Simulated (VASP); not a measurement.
Here is a VASP 6.6.1 calculation.

Contents of INCAR:

```
PREC = Accurate ; ENCUT = 520
EDIFF = 1E-6 ; ISMEAR = 0
SIGMA = 0.15 ; LREAL = False
LASPH = True ; NELM = 80
ALGO = Fast ; ISIF = 2
LWAVE = False ; LCHARG = False
GGA = PE ; NBANDS = 12
```

File KPOINTS:

```
Automatic mesh
0
Gamma
  20 20 20
```

The input POSCAR:

```
Nb
1.0
   -1.6639500000      1.7637870000      1.6639500000
    1.6639500000     -1.7637870000      1.6639500000
    1.6639500000      1.7637870000     -1.6639500000
Nb
1
Direct
    0.0000000000      0.0000000000      0.0000000000
```

Potentials or basis: VASP PAW PBE potentials, release 64 (Nb_sv).

Command:

```console
$ cat potpaw_PBE.64/Nb_sv/POTCAR > POTCAR
$ mpirun -np 1 vasp_std > vasp.out
```

Task: Predict the pressure.

Result: -11.0 GPa.

Task: Estimate the band gap on the k mesh.

Result: Zero (an odd number of electrons rules out a gap without spin polarisation).

Stress tensor (GPa, compression positive):
```
 -9.20   0.00   0.00
  0.00 -14.60   0.00
  0.00   0.00  -9.20
```

Caveat: the cell differs from its parent crystal (strain +0.0600 x Voigt [0, 1, 0, 0, 0, 0]); the cell stands under tension.
